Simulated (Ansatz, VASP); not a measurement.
# Two plane-wave programs on Zn4SO3

```
Zn S O
1.0
     4.82078    0.00000    0.00000
     0.00000    4.82078    0.00000
     0.00000    0.00000    4.82078
Zn S O
4 1 3
Direct
  0.77061 0.77061 0.77061
  0.77061 0.22939 0.22939
  0.22939 0.77061 0.22939
  0.22939 0.22939 0.77061
  0.50000 0.50000 0.50000
  0.00000 0.00000 0.50000
  0.00000 0.50000 0.00000
  0.50000 0.00000 0.00000
```

Alike in both runs: task single point; functional PBE; k mesh 4 × 4 × 4; occupations gaussian, width 0.1 eV; no spin polarisation.

|  | VASP | Ansatz |
| --- | --- | --- |
| version | VASP 6.6.1 | Ansatz 0.2.0 |
| potentials or method | VASP PAW PBE potentials, release 64 (Zn, S, O), cutoff 520 eV | scalar-relativistic, plane waves, PAW |
| valence electrons in the cell | 72 | 72 |

Ansatz gave:

| Item | Value |
| --- | --- |
| gap on the k mesh at the Fermi level (eV) | 0.43 |
| least direct gap on the mesh (eV) | 0.43 |
| pressure (GPa) | 0.0 |
| rms of the force components (eV/Å) | 0.000 |

**Question.** Which values does VASP return?

**Answer.** gap on the k mesh at the Fermi level (eV): 0.42; least direct gap on the mesh (eV): 0.42; pressure (GPa): 0.6; rms of the force components (eV/Å): 0.011.

Atom by atom the forces differ by 0.011 eV/Å (rms over components).
